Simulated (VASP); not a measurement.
# Ga2SnTe2 (P6/mmm) in VASP: single point with PBE

Aim: the single point of Ga2SnTe2 with PBE.

Everything below comes from runs of VASP 6.6.1. Logs are shortened: lines on timing, memory, paths and dates and some standing lists are left out, and cuts for length are marked.

### Step 1. The cell of the first run

Symmetry: P6/mmm, No. 191, hexagonal system. Conventional cell: a = 4.613 Å, b = 4.613 Å, c = 7.691 Å, α = 90.00°, β = 90.00°, γ = 120.00°. Within 3.0 Å of Ga (site symmetry 6mm) lie 1 Sn at 2.28 Å. Sn (site symmetry 6/mmm) has 2 Ga at 2.28 Å and 6 Te at 2.66 Å within 3.0 Å. Within 3.5 Å of Te (site symmetry -6m2) lie 3 Te at 2.66 Å and 3 Sn at 2.66 Å.

### Step 2. Single point, PBE

Contents of INCAR:

```
PREC = Accurate
ENCUT = 520
EDIFF = 1E-7
ISMEAR = 0
SIGMA = 0.1
LREAL = False
LASPH = True
NELM = 100
ALGO = Normal
ISIF = 2
LWAVE = False
LCHARG = False
GGA = PE
NBANDS = 34
```

Contents of KPOINTS:

```
Automatic mesh
0
Gamma
  6 6 2
```

Contents of POSCAR:

```
Ga2SnTe2
1.0
    4.6126557100      0.0000000000      0.0000000000
   -2.3063278600      3.9946770200      0.0000000000
    0.0000000000      0.0000000000      7.6910519000
Ga Sn Te
2 1 2
Direct
    0.0000000000      0.0000000000      0.7037722200
    0.0000000000      0.0000000000      0.2962277800
    0.0000000000      0.0000000000      0.0000000000
    0.3333333300      0.6666666700      0.0000000000
    0.6666666700      0.3333333300      0.0000000000
```

Potentials or basis: VASP PAW PBE potentials, release 64 (Ga_d, Sn_d, Te).

Run with:

```console
$ cat potpaw_PBE.64/Ga_d/POTCAR potpaw_PBE.64/Sn_d/POTCAR potpaw_PBE.64/Te/POTCAR > POTCAR
$ mpirun -np 1 vasp_std > vasp.out
```

OUTCAR:

```text
PREC = Accurate
   ENCUT = 520
   EDIFF = 1E-7
   ISMEAR = 0
   LREAL = False
   LASPH = True
   NELM = 100
   ISIF = 2
   GGA = PE

 ion  position               nearest neighbor table
   1  0.000  0.000  0.704-   3 2.28
   2  0.000  0.000  0.296-   3 2.28
   3  0.000  0.000  0.000-   1 2.28   2 2.28   4 2.66   5 2.66   4 2.66   5 2.66   5 2.66   4 2.66

   4  0.333  0.667  0.000-   5 2.66   5 2.66   3 2.66   3 2.66   3 2.66   5 2.66
   5  0.667  0.333  0.000-   4 2.66   4 2.66   3 2.66   3 2.66   3 2.66   4 2.66

  LATTYP: Found a hexagonal cell.
 ALAT       =     4.6126557100
 C/A-ratio  =     1.6673804384

  Lattice vectors:

 A1 = (   4.6126557100,   0.0000000000,   0.0000000000)
 A2 = (  -2.3063278600,   3.9946770200,   0.0000000000)
 A3 = (   0.0000000000,   0.0000000000,   7.6910519000)

Analysis of symmetry for initial positions (statically):
=====================================================================
 Subroutine PRICEL returns:
 Original cell was already a primitive cell.

 Routine SETGRP: Setting up the symmetry group for a
 hexagonal supercell.

 Subroutine GETGRP returns: Found 24 space group operations
 (whereof 24 operations were pure point group operations)
 out of a pool of 24 trial point group operations.

The static configuration has the point symmetry D_6h.

Analysis of symmetry for dynamics (positions and initial velocities):
=====================================================================
 Subroutine PRICEL returns:
 Original cell was already a primitive cell.

 Routine SETGRP: Setting up the symmetry group for a
 hexagonal supercell.

 Subroutine GETGRP returns: Found 24 space group operations
 (whereof 24 operations were pure point group operations)
 out of a pool of 24 trial point group operations.

The dynamic configuration has the point symmetry D_6h.

 Subroutine INISYM returns: Found 24 space group operations
 (whereof 24 operations are pure point group operations),
 and found     1 'primitive' translations

----------------------------------------------------------------------------------------

                                     Primitive cell

  volume of cell :     141.7159

  direct lattice vectors                    reciprocal lattice vectors
     4.612655710  0.000000000  0.000000000     0.216794849  0.125166565  0.000000000
    -2.306327860  3.994677020  0.000000000     0.000000000  0.250333130  0.000000000
     0.000000000  0.000000000  7.691051900     0.000000000  0.000000000  0.130021226

  length of vectors
     4.612655710  4.612655709  7.691051900     0.250333130  0.250333130  0.130021226

  position of ions in fractional coordinates (direct lattice)
     0.000000000  0.000000000  0.703772220
     0.000000000  0.000000000  0.296227780
     0.000000000  0.000000000  0.000000000
     0.333333330  0.666666670  0.000000000
     0.666666670  0.333333330  0.000000000

  ion indices of the primitive-cell ions
   primitive index   ion index
                 1           1
                 2           2
                 3           3
                 4           4
                 5           5

----------------------------------------------------------------------------------------

 KPOINTS: Automatic mesh

Automatic generation of k-mesh.
 Grid dimensions read from file:
 generate k-points for:    6    6    2

 Generating k-lattice:

  Cartesian coordinates                     Fractional coordinates (reciprocal lattice)
     0.036132475  0.020861094  0.000000000     0.166666667  0.000000000  0.000000000
     0.000000000  0.041722188  0.000000000     0.000000000  0.166666667  0.000000000
     0.000000000  0.000000000  0.065010613     0.000000000  0.000000000  0.500000000

  Length of vectors
     0.041722188  0.041722188  0.065010613

  Shift w.r.t. Gamma in fractional coordinates (k-lattice)
     0.000000000  0.000000000  0.000000000

 Subroutine IBZKPT returns following result:
 ===========================================

 Found     14 irreducible k-points:

 Following reciprocal coordinates:
            Coordinates               Weight
  0.000000  0.000000  0.000000      1.000000
  0.166667  0.000000  0.000000      6.000000
  0.333333 -0.000000  0.000000      6.000000
  0.500000 -0.000000  0.000000      3.000000
  0.166667  0.166667  0.000000      6.000000
  0.333333  0.166667  0.000000     12.000000
  0.333333  0.333333  0.000000      2.000000
  0.000000  0.000000  0.500000      1.000000
  0.166667  0.000000  0.500000      6.000000
  0.333333 -0.000000  0.500000      6.000000
  0.500000 -0.000000  0.500000      3.000000
  0.166667  0.166667  0.500000      6.000000
  0.333333  0.166667  0.500000     12.000000
  0.333333  0.333333  0.500000      2.000000
   k-points           NKPTS =     14   k-points in BZ     NKDIM =     14   number of bands    NBANDS=     34
   number of dos      NEDOS =    301   number of ions     NIONS =      5
   total plane-waves  NPLWV =  77760
   dimension x,y,z NGX =    36 NGY =   36 NGZ =   60
   dimension x,y,z NGXF=    72 NGYF=   72 NGZF=  120
   ions per type =               2   1   2
   NGX,Y,Z   is equivalent  to a cutoff of  12.97, 12.97, 12.97 a.u.
   NGXF,Y,Z  is equivalent  to a cutoff of  25.95, 25.95, 25.94 a.u.
 SYSTEM =  unknown system
   PREC   = accura    normal or accurate (medium, high low for compatibility)
   ISTART =      0    job   : 0-new  1-cont  2-samecut
   ICHARG =      2    charge: 1-file 2-atom 10-const
   ISPIN  =      1    spin polarized calculation?
   LNONCOLLINEAR =      F non collinear calculations
   LSORBIT =      F    spin-orbit coupling
   LASPH  =      T    aspherical Exc in radial PAW
   ENCUT  =  520.0 eV  38.22 Ry    6.18 a.u.   8.58  8.58 14.30*2*pi/ulx,y,z
   NELM   =    100;   NELMIN=  2; NELMDL= -5     # of ELM steps
   EDIFF  = 0.1E-06   stopping-criterion for ELM
   LREAL  =      F    real-space projection
   EDIFFG = 0.1E-05   stopping-criterion for IOM
   NSW    =      0    number of steps for IOM
   IBRION =     -1    ionic relax: 0-MD 1-quasi-New 2-CG
   NFREE  =      0    steps in history (QN), initial steepest desc. (CG)
   ISIF   =      2    stress and relaxation
   ISYM   =      2    0-nonsym 1-usesym 2-fastsym
   POTIM  = 0.5000    time-step for ionic-motion
   TEBEG  =    0.0;   TEEND  =   0.0 temperature during run
   PSTRESS=    0.0 pullay stress
   NELECT =      52.0000    total number of electrons
   NUPDOWN=      -1.0000    fix difference up-down
   EMIN   =  10.00;   EMAX   =-10.00  energy-range for DOS
   EFERMI =   0.00;   METHOD = LEGACY
   ISMEAR =     0;   SIGMA  =   0.10  broadening in eV -4-tet -1-fermi 0-gaus
   EFERMI_NEDOS =   21; number of points for ismear=-14 and -15
   IALGO  =     38    algorithm
   IMIX   =      4    mixing-type and parameters
     AMIX     =   0.40;   BMIX     =  1.00
     AMIX_MAG =   1.60;   BMIX_MAG =  1.00
  volume/ion in A,a.u.               =      28.34       191.27
  Fermi-wavevector in a.u.,A,eV,Ry     =   1.172024  2.214804 18.689507  1.373640
  Thomas-Fermi vector in A             =   2.308459
   LORBIT       =      0    0 simple, 1 ext, 2 COOP (PROOUT), +10 PAW based schemes
   GGA     = PE    functional components
   LHFCALC =     F    Hartree Fock is set to
   AEXX    =    0.0000 exact exchange contribution
   IVDW    =     0    specifies the selected vdW correction
   LEPSILON=     F    determine dielectric tensor
   LRPA    =     F    only Hartree local field effects (RPA)
 non-spin polarized calculation
 Gauss-broadening in eV      SIGMA  =   0.10
  energy-cutoff  :      520.00
  volume of cell :      141.72
 maximum number of plane-waves:      3851
 NGX is ok and might be reduce to    36
   NGX = 17   NGY = 17   NGZ = 29

 number of electron      51.9999988 magnetization

 Free energy of the ion-electron system (eV)
  ---------------------------------------------------
  ext. energy  EPLUGINS =         0.00000000
  ---------------------------------------------------
  free energy    TOTEN  =        -5.32982566 eV

  energy without entropy =       -5.30662908  energy(sigma->0) =       -5.31822737

 E-fermi :   6.4579     XC(G=0):  -9.0337

 val. band max:        6.4422588610   @ k =   0.3333   0.1667   0.0000
 cond. band min:       6.4774787223   @ k =   0.3333   0.1667   0.5000
 fundamental gap:      0.0352198613
 Fermi energy:         6.4579110398

 k-point     1 :       0.0000    0.0000    0.0000
  band No.  band energies     occupation
      1     -16.8939      2.00000
      2     -16.6923      2.00000
      3     -16.6923      2.00000
      4     -16.5524      2.00000
      5     -16.5524      2.00000
      6     -11.0853      2.00000
[... 26 lines left out ...]
     33      10.4617      0.00000
     34      10.4617      0.00000

 k-point     2 :       0.1667    0.0000    0.0000
  band No.  band energies     occupation
      1     -16.8843      2.00000
      2     -16.6953      2.00000
      3     -16.6826      2.00000
      4     -16.5544      2.00000
      5     -16.5525      2.00000
      6     -10.8408      2.00000
[... 26 lines left out ...]
     33      11.2224      0.00000
     34      11.7841      0.00000

 k-point     3 :       0.3333   -0.0000    0.0000
  band No.  band energies     occupation
      1     -16.8669      2.00000
      2     -16.7001      2.00000
      3     -16.6629      2.00000
      4     -16.5582      2.00000
      5     -16.5528      2.00000
      6     -10.1665      2.00000
[... 26 lines left out ...]
     33      10.9552      0.00000
     34      11.2545      0.00000

 k-point     4 :       0.5000   -0.0000    0.0000
  band No.  band energies     occupation
      1     -16.8592      2.00000
      2     -16.7017      2.00000
      3     -16.6529      2.00000
      4     -16.5602      2.00000
      5     -16.5529      2.00000
      6      -9.7192      2.00000
[... 26 lines left out ...]
     33       9.6626      0.00000
     34      10.4245      0.00000

 k-point     5 :       0.1667    0.1667    0.0000
  band No.  band energies     occupation
      1     -16.8704      2.00000
      2     -16.6971      2.00000
      3     -16.6705      2.00000
      4     -16.5568      2.00000
      5     -16.5531      2.00000
      6     -10.3729      2.00000
[... 26 lines left out ...]
     33      10.9418      0.00000
     34      11.6079      0.00000

 k-point     6 :       0.3333    0.1667    0.0000
  band No.  band energies     occupation
      1     -16.8570      2.00000
      2     -16.6955      2.00000
      3     -16.6617      2.00000
      4     -16.5589      2.00000
      5     -16.5541      2.00000
      6      -9.7842      2.00000
[... 26 lines left out ...]
     33      10.1529      0.00000
     34      11.3955      0.00000

 k-point     7 :       0.3333    0.3333    0.0000
  band No.  band energies     occupation
      1     -16.8508      2.00000
      2     -16.6779      2.00000
      3     -16.6779      2.00000
      4     -16.5570      2.00000
      5     -16.5570      2.00000
      6      -9.6879      2.00000
[... 26 lines left out ...]
     33      11.5018      0.00000
     34      11.5019      0.00000

 k-point     8 :       0.0000    0.0000    0.5000
  band No.  band energies     occupation
      1     -16.8934      2.00000
      2     -16.6923      2.00000
      3     -16.6923      2.00000
      4     -16.5524      2.00000
      5     -16.5524      2.00000
      6     -11.0782      2.00000
[... 26 lines left out ...]
     33      10.3561      0.00000
     34      11.3647      0.00000

 k-point     9 :       0.1667    0.0000    0.5000
  band No.  band energies     occupation
      1     -16.8839      2.00000
      2     -16.6953      2.00000
      3     -16.6826      2.00000
      4     -16.5544      2.00000
      5     -16.5525      2.00000
      6     -10.8321      2.00000
[... 26 lines left out ...]
     33      11.0216      0.00000
     34      11.7224      0.00000

 k-point    10 :       0.3333   -0.0000    0.5000
  band No.  band energies     occupation
      1     -16.8665      2.00000
      2     -16.7001      2.00000
      3     -16.6629      2.00000
      4     -16.5583      2.00000
      5     -16.5528      2.00000
      6     -10.1463      2.00000
[... 26 lines left out ...]
     33      11.4875      0.00000
     34      11.7250      0.00000

 k-point    11 :       0.5000   -0.0000    0.5000
  band No.  band energies     occupation
      1     -16.8588      2.00000
      2     -16.7017      2.00000
      3     -16.6529      2.00000
      4     -16.5602      2.00000
      5     -16.5529      2.00000
      6      -9.7008      2.00000
[... 26 lines left out ...]
     33      10.5914      0.00000
     34      11.7315      0.00000

 k-point    12 :       0.1667    0.1667    0.5000
  band No.  band energies     occupation
      1     -16.8700      2.00000
      2     -16.6971      2.00000
      3     -16.6705      2.00000
      4     -16.5568      2.00000
      5     -16.5531      2.00000
      6     -10.3584      2.00000
[... 26 lines left out ...]
     33      10.5350      0.00000
     34      11.8877      0.00000

 k-point    13 :       0.3333    0.1667    0.5000
  band No.  band energies     occupation
      1     -16.8566      2.00000
      2     -16.6955      2.00000
      3     -16.6617      2.00000
      4     -16.5589      2.00000
      5     -16.5541      2.00000
      6      -9.7375      2.00000
[... 26 lines left out ...]
     33      10.7565      0.00000
     34      11.5576      0.00000

 k-point    14 :       0.3333    0.3333    0.5000
  band No.  band energies     occupation
      1     -16.8504      2.00000
      2     -16.6779      2.00000
      3     -16.6779      2.00000
      4     -16.5570      2.00000
      5     -16.5570      2.00000
      6      -9.7006      2.00000
[... 26 lines left out ...]
     33      11.7758      0.00000
     34      11.8360      0.00000

------------------------ aborting loop because EDIFF is reached ----------------------------------------

  FORCE on cell =-STRESS in cart. coord.  units (eV):
  Direction    XX          YY          ZZ          XY          YZ          ZX
  --------------------------------------------------------------------------------------
  -------------------------------------------------------------------------------------
  Total       42.0044481     42.0044480     18.7021745     -0.0000001     -0.0000000      0.0000000
  in kB      474.8838627    474.8838618    211.4385807     -0.0000006     -0.0000000      0.0000000
  external PRESSURE =     387.0687684 kB  Pullay stress =       0.0000000 kB

 VOLUME and BASIS-vectors are now :
 -----------------------------------------------------------------------------
  energy-cutoff  :      520.00
  volume of cell :      141.72
      direct lattice vectors                 reciprocal lattice vectors
     4.612655710  0.000000000  0.000000000     0.216794849  0.125166565  0.000000000
    -2.306327860  3.994677020  0.000000000     0.000000000  0.250333130  0.000000000
     0.000000000  0.000000000  7.691051900     0.000000000  0.000000000  0.130021226

 POSITION                                       TOTAL-FORCE (eV/Angst)
 -----------------------------------------------------------------------------------
      0.00000      0.00000      5.41275        -0.000000      0.000000     -5.750298
      0.00000      0.00000      2.27830        -0.000000     -0.000000      5.750298
      0.00000      0.00000      0.00000        -0.000000      0.000000     -0.000000
     -0.00000      2.66312      0.00000         0.000000      0.000000      0.000000
      2.30633      1.33156      0.00000        -0.000000      0.000000     -0.000000
 -----------------------------------------------------------------------------------
    total drift:                               -0.000000      0.000000     -0.000000

  FREE ENERGIE OF THE ION-ELECTRON SYSTEM (eV)
  ---------------------------------------------------
  free  energy   TOTEN  =        -5.3298256606 eV

  energy  without entropy=       -5.3066290813  energy(sigma->0) =       -5.31822737
```

It took 48 s on 1 thread of Intel Xeon 6975P-C (Granite Rapids), shared host; peak memory 0.29 GiB.

What came out:

```
Free energy            : -5.3298 eV
Pressure               : 38.7 GPa
Largest force          : 5.750 eV/Å
Band gap on the k mesh : zero (band 26 reaches 6.70 eV, above the bottom of band 27 at 5.42 eV)
```

Forces in eV/Å, atoms in the order of the input:
```
Ga   0.000  0.000 -5.750
Ga   0.000  0.000  5.750
Sn   0.000  0.000  0.000
Te   0.000  0.000  0.000
Te   0.000  0.000  0.000
```

Caveat: the k points lie up to 0.41 Å⁻¹ apart; spin-orbit coupling is left out, which moves the levels of the heavy elements; forces of over 1 eV/Å act on the atoms, so gaps and moduli don't describe the material at rest.
